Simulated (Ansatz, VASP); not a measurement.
**Two plane-wave programs on Ge**

The input INCAR:

```
SYSTEM = Ge
PREC = Accurate
ENCUT = 520
EDIFF = 1E-6
ISMEAR = 0
SIGMA = 0.15
LREAL = .FALSE.
LASPH = .TRUE.
NELM = 60
ALGO = Normal
ISIF = 2
LWAVE = .FALSE.
LCHARG = .FALSE.
GGA = PE
NBANDS = 21
```

KPOINTS

```
Automatic mesh
0
G
  14 14 14
  0 0 0
```

Contents of POSCAR:

```
Ge
1.0
   -0.0288053477      2.8805347716      2.9093401193
    2.8805347716     -0.0288053477      2.9093401193
    2.8517294239      2.8517294239      0.0000000000
Ge
2
Direct
    0.5000000000      0.5000000000      0.5000000000
    0.7500000000      0.7500000000      0.7500000000
```

Input for Ansatz:

```yaml
crystal:
  lattice:
    - [-0.0288053477, 2.8805347716, 2.9093401193]
    - [2.8805347716, -0.0288053477, 2.9093401193]
    - [2.8517294239, 2.8517294239, 0.0]
  atoms:
    - { symbol: Ge, position: [0.5, 0.5, 0.5] }
    - { symbol: Ge, position: [0.75, 0.75, 0.75] }
basis:
  ecutwfc: 420
kpoints:
  mp_grid: { grid: [14, 14, 14] }
hamiltonian:
  xc: pbe
scf:
  occupations: { method: gaussian, width: 0.15 }
output:
  forces: true
  stress: true
  eigenvalues: true
```

Change from the starting cell: engineering shear strain xy -0.0200, normal strain along z +0.0100.

Alike in both runs: task single point; functional PBE; k mesh 14 × 14 × 14; occupations gaussian, width 0.15 eV; no spin polarisation.

```csv
,VASP,Ansatz
version,VASP 6.6.1,Ansatz 0.2.0
potentials or method,"VASP PAW PBE potentials, release 64 (Ge_d), cutoff 520 eV","scalar-relativistic, plane waves, PAW"
valence electrons in the cell,28,28
```

Ansatz gave:

| Property | Result |
| --- | --- |
| gap on the k mesh at the Fermi level (eV) | none |
| pressure (GPa) | -0.5 |
| traceless stress, the component that is largest in VASP (GPa) | 1.40 |
| rms of the force components (eV/Å) | 0.083 |

Q: What did VASP give for the same quantities?

A: gap on the k mesh at the Fermi level (eV): none; pressure (GPa): -0.5; traceless stress, the component that is largest in VASP (GPa): 1.39; rms of the force components (eV/Å): 0.082.

Atom by atom the forces differ by 0.001 eV/Å (rms over components). A gap of «none» marks a metal or a gap that the smearing closes. With one functional, cell and mesh, what is left measures potentials, basis and numerics.
